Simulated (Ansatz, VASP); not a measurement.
One calculation of PbSe, two programs

File POSCAR:

```
PbSe
1.0
    0.0000000000      3.0662290843      3.0662290843
    3.0662290843      0.0000000000      3.0662290843
    3.0662290843      3.0662290843      0.0000000000
Pb Se
1 1
Direct
    0.5000000000      0.5000000000      0.5000000000
    0.0000000000      0.0000000000      0.0000000000
```

The input INCAR.step1:

```
ALGO = Normal
EDIFF = 1E-5
ENCUT = 550
GGA = PE
GGA_COMPAT = False
ISMEAR = 0
LASPH = True
LCHARG = False
LREAL = False
LWAVE = True
NBANDS = 17
NELM = 120
PREC = Accurate
SIGMA = 0.05
```

INCAR.step2

```
ALGO = Normal
BPARAM = 11.95
CPARAM = 0.0093
EDIFF = 1E-6
ENCUT = 550
GGA_COMPAT = False
ISIF = 2
ISMEAR = 0
ISTART = 1
IVDW_NL = 2
LASPH = True
LCHARG = False
LMIXTAU = True
LREAL = False
LUSE_VDW = True
LWAVE = False
METAGGA = R2SCAN
NBANDS = 17
NELM = 120
PREC = Accurate
SIGMA = 0.05
```

Contents of KPOINTS:

```
k-points
0
Gamma
  6 6 6
```

Input for Ansatz:

```yaml
crystal:
  lattice:
    - [0.0, 3.0662290843, 3.0662290843]
    - [3.0662290843, 0.0, 3.0662290843]
    - [3.0662290843, 3.0662290843, 0.0]
  atoms:
    - { symbol: Pb, position: [0.5, 0.5, 0.5] }
    - { symbol: Se, position: [0.0, 0.0, 0.0] }
basis:
  ecutwfc: 500
  ecutrho_ratio: 4
kpoints:
  mp_grid: { grid: [6, 6, 6] }
hamiltonian:
  xc: r2scan
  dispersion: rvv10
scf:
  occupations: { method: gaussian, width: 0.05 }
output:
  forces: true
  stress: true
  eigenvalues: true
```

Alike in both runs: task single point; functional r2SCAN; dispersion rVV10; k mesh 6 × 6 × 6; occupations gaussian, width 0.05 eV; no spin polarisation.

|  | VASP | Ansatz |
| --- | --- | --- |
| version | VASP 6.6.1 | Ansatz 0.2.0 |
| potentials or method | VASP PAW PBE potentials, release 64 (Pb_d, Se), cutoff 550 eV | scalar-relativistic, plane waves, PAW |
| valence electrons in the cell | 20 | 30 |

```tsv
	VASP	Ansatz	Ansatz less VASP
gap on the k mesh at the Fermi level (eV)	0.56	0.55	-0.005
least direct gap on the mesh (eV)	0.56	0.55	-0.005
pressure (GPa)	0.4	0.2	-0.19
```

VASP's potentials were made for PBE, not for r2SCAN. VASP's potentials hold 20 valence electrons a cell and Ansatz's 30, so a difference there can come from the potentials and not from the codes.

Spin-orbit coupling is off throughout.
